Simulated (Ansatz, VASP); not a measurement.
Si4Ru: VASP beside Ansatz

File INCAR:

```
SYSTEM = Si4Ru
ALGO = Normal
EDIFF = 1E-7
ENCUT = 520
GGA = PE
ISIF = 2
ISMEAR = 0
LASPH = .TRUE.
LCHARG = .TRUE.
LELF = .TRUE.
LREAL = .FALSE.
LVHAR = .TRUE.
LWAVE = .FALSE.
NBANDS = 23
NELM = 60
PREC = Accurate
SIGMA = 0.1
```

Contents of KPOINTS:

```
k-points
0
G
  4 4 6
  0 0 0
```

The input POSCAR:

```
Si4Ru
1.0
    5.2939735571      0.0000000000      0.0000000000
    0.0000000000      5.2939735571      0.0000000000
    0.0000000000      0.0000000000      2.7875496376
Si Ru
4 1
Direct
    0.2260030491      0.7739969509      0.5000000000
    0.7739969509      0.7739969509      0.5000000000
    0.2260030491      0.2260030491      0.5000000000
    0.7739969509      0.2260030491      0.5000000000
    0.5000000000      0.5000000000      0.0000000000
```

Input for Ansatz:

```yaml
crystal:
  lattice:
    - [5.2939735571, 0.0, 0.0]
    - [0.0, 5.2939735571, 0.0]
    - [0.0, 0.0, 2.7875496376]
  atoms:
    - { symbol: Si, position: [0.2260030491, 0.7739969509, 0.5] }
    - { symbol: Si, position: [0.7739969509, 0.7739969509, 0.5] }
    - { symbol: Si, position: [0.2260030491, 0.2260030491, 0.5] }
    - { symbol: Si, position: [0.7739969509, 0.2260030491, 0.5] }
    - { symbol: Ru, position: [0.5, 0.5, 0.0] }
basis:
  ecutwfc: 420
kpoints:
  mp_grid: { grid: [4, 4, 6] }
hamiltonian:
  xc: pbe
scf:
  occupations: { method: gaussian, width: 0.1 }
  lower_state_search: "off"
output:
  forces: true
  stress: true
  eigenvalues: true
```

Change from the starting cell: the structure that the rattled cell fell into.

Alike in both runs: task single point; functional PBE; k mesh 4 × 4 × 6; occupations gaussian, width 0.1 eV; no spin polarisation.

```csv
,VASP,Ansatz
version,VASP 6.6.1,Ansatz 0.2.0
potentials or method,"VASP PAW PBE potentials, release 64 (Si, Ru_pv), cutoff 520 eV","scalar-relativistic, plane waves, PAW"
valence electrons in the cell,30,32
```

|  | VASP | Ansatz | Ansatz less VASP |
| --- | --- | --- | --- |
| gap on the k mesh at the Fermi level (eV) | none | none | - |
| pressure (GPa) | -0.2 | -0.2 | +0.06 |
| traceless stress, the component that is largest in VASP (GPa) | -0.05 | -0.07 | -0.018 |
| rms of the force components (eV/Å) | 0.015 | 0.018 | +0.0033 |

Atom by atom the forces differ by 0.003 eV/Å (rms over components). A gap of «none» marks a metal or a gap that the smearing closes. VASP's potentials hold 30 valence electrons a cell and Ansatz's 32, so a difference there can come from the potentials and not from the codes.

The k mesh is coarse, so the values compare programs but aren't converged.
